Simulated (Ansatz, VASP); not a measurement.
# ZrSi2: VASP beside Ansatz

INCAR

```
  PREC = Accurate
  ENCUT = 600
  EDIFF = 1E-6
  ISMEAR = 0
  SIGMA = 0.1
  LREAL = F
  LASPH = T
  NELM = 100
  ALGO = Normal
  ISIF = 3
  LWAVE = F
  LCHARG = F
  GGA = PS
  IBRION = 2
  NSW = 100
  EDIFFG = -0.005
```

Contents of KPOINTS:

```
regular mesh
0
Gamma
  10 10 10
```

File POSCAR:

```
ZrSi2
1.0
    1.8530000000     -7.3675000000      0.0000000000
    1.8530000000      7.3675000000      0.0000000000
    0.0000000000      0.0000000000      3.6720000000
Zr Si
2 4
Direct
    0.8946000000      0.1054000000      0.7500000000
    0.1054000000      0.8946000000      0.2500000000
    0.5522000000      0.4478000000      0.7500000000
    0.4478000000      0.5522000000      0.2500000000
    0.2496000000      0.7504000000      0.7500000000
    0.7504000000      0.2496000000      0.2500000000
```

Input for Ansatz:

```yaml
crystal:
  lattice:
    - [1.853, -7.3675, 0.0]
    - [1.853, 7.3675, 0.0]
    - [0.0, 0.0, 3.672]
  atoms:
    - { symbol: Zr, position: [0.8946, 0.1054, 0.75] }
    - { symbol: Zr, position: [0.1054, 0.8946, 0.25] }
    - { symbol: Si, position: [0.5522, 0.4478, 0.75] }
    - { symbol: Si, position: [0.4478, 0.5522, 0.25] }
    - { symbol: Si, position: [0.2496, 0.7504, 0.75] }
    - { symbol: Si, position: [0.7504, 0.2496, 0.25] }
basis:
  ecutwfc: 420
kpoints:
  mp_grid: { grid: [10, 10, 10] }
hamiltonian:
  xc: pbesol
scf:
  occupations: { method: gaussian, width: 0.1 }
output:
  forces: true
  stress: true
  eigenvalues: true
relax:
  adjacent_minimum: "off"
  f_tol: 0.005
  max_steps: 80
  cell: { stress_tol: 0.05 }
```

Alike in both runs: task relaxation of cell and atoms; functional PBEsol; k mesh 10 × 10 × 10; occupations gaussian, width 0.1 eV; no spin polarisation.

|  | VASP | Ansatz |
| --- | --- | --- |
| version | VASP 6.6.1 | Ansatz 0.2.0 |
| potentials or method | VASP PAW PBE potentials, release 64 (Zr_sv, Si), cutoff 600 eV | scalar-relativistic, plane waves, PAW |
| valence electrons in the cell | 40 | 40 |

|  | VASP | Ansatz | Ansatz less VASP |
| --- | --- | --- | --- |
| gap on the k mesh at the Fermi level, each at its own relaxed structure (eV) | none | none | - |
| relaxed volume (Å³/atom) | 16.33 | 16.31 | -0.020 |
| relaxed cell length with the largest relative difference (Å) | 7.515 | 7.511 | -0.0039 |

VASP's potentials were made for PBE, not for PBEsol. A gap of «none» marks a metal or a gap that the smearing closes.
